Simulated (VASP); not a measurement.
# TiAl3: single point with r2SCAN

The system is TiAl3.

```
Ti Al
1.0
     4.03478    0.00000    0.00000
     0.00000    4.03478    0.00000
     0.00000    0.00000    3.90205
Ti Al
1 3
Direct
  0.00000 0.00000 0.00000
  0.50000 0.50000 0.00000
  0.50000 0.00000 0.50000
  0.00000 0.50000 0.50000
```

This cell differs from its parent crystal: biaxial strain in the a-b plane: +2.0 %, then relaxed in part.

```
Program             : VASP 6.6.1
Task                : single point
Functional          : r2SCAN
Potentials or basis : VASP PAW PBE potentials, release 64 (Ti_sv, Al)
Cutoff              : 520 eV
k mesh              : 14 × 14 × 14
Occupations         : gaussian, width 0.1 eV
Spin                : no spin polarisation
```

The pressure is -2.9 GPa.

Stress tensor (GPa, compression positive):
```
-4.25  0.00  0.00
 0.00 -4.25  0.00
 0.00  0.00 -0.10
```

Levels at points of the mesh, in eV from the Fermi level:
| k point | band 8 | band 9 | band 10 | band 11 | band 12 | band 13 |
| --- | --- | --- | --- | --- | --- | --- |
| (0.00, 0.00, 0.00) | -2.54 | -2.54 | -2.00 | 0.08 | 0.17 | 0.17 |
| (0.50, 0.00, 0.00) | -2.19 | -2.16 | 0.40 | 0.47 | 0.81 | 0.98 |
| (0.50, 0.50, 0.00) | -5.34 | -1.19 | -1.19 | 0.81 | 0.97 | 1.24 |
| (0.00, 0.00, 0.50) | -2.49 | -2.29 | 0.39 | 0.54 | 0.54 | 0.90 |
| (0.50, 0.00, 0.50) | -5.33 | -1.46 | -1.35 | 0.52 | 0.99 | 1.03 |
| (0.50, 0.50, 0.50) | -5.30 | -3.87 | -3.87 | -3.72 | 0.17 | 1.33 |

It took 15 min on 1 thread of Oxide Virtual Turin-like Processor, on a shared host, peak memory 0.37 GiB.

Caveat: the cell differs from its parent crystal (biaxial strain in the a-b plane: +2.0 %, then relaxed in part); the PAW data sets were made with another functional, which shifts forces and pressure a little.
